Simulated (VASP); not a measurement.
A run of VASP 6.6.1:

Contents of INCAR:

```
PREC = Accurate
ENCUT = 520
EDIFF = 1E-6
ISMEAR = 0
SIGMA = 0.05
LREAL = F
LASPH = T
NELM = 60
ALGO = Normal
ISIF = 2
LWAVE = F
LCHARG = F
GGA = PE
NBANDS = 26
```

File KPOINTS:

```
Automatic mesh
0
Gamma
  6 6 10
```

POSCAR

```
BN
1.0
    4.3895000000      0.0000000000      0.0000000000
    0.0000000000      4.3895000000      0.0000000000
    0.0000000000      0.0000000000      2.8551000000
B N
4 4
Direct
    0.1742811368      0.8257188632      0.5000000000
    0.3257188632      0.3257188632      0.0000000000
    0.6742811368      0.6742811368      0.0000000000
    0.8257188632      0.1742811368      0.5000000000
    0.8126115048      0.8126115048      0.5000000000
    0.3126115048      0.6873884952      0.0000000000
    0.6873884952      0.3126115048      0.0000000000
    0.1873884952      0.1873884952      0.5000000000
```

Potentials or basis: VASP PAW PBE potentials, release 64 (B, N).

Launch:

```bash
$ cat potpaw_PBE.64/B/POTCAR potpaw_PBE.64/N/POTCAR > POTCAR
$ mpirun -np 1 vasp_std > vasp.out
```

Hardware: 1 thread of Intel(R) Xeon(R) Platinum 8259CL CPU @ 2.50GHz (Skylake/Cascade Lake), with other jobs on the host.

Question: How long does it take, and how much memory?

Answer: Wall time 55 s on 1 thread of Intel(R) Xeon(R) Platinum 8259CL CPU @ 2.50GHz (Skylake/Cascade Lake), with other jobs on the host, peak memory 0.21 GiB. Counts: scf iterations 13, k points 60.
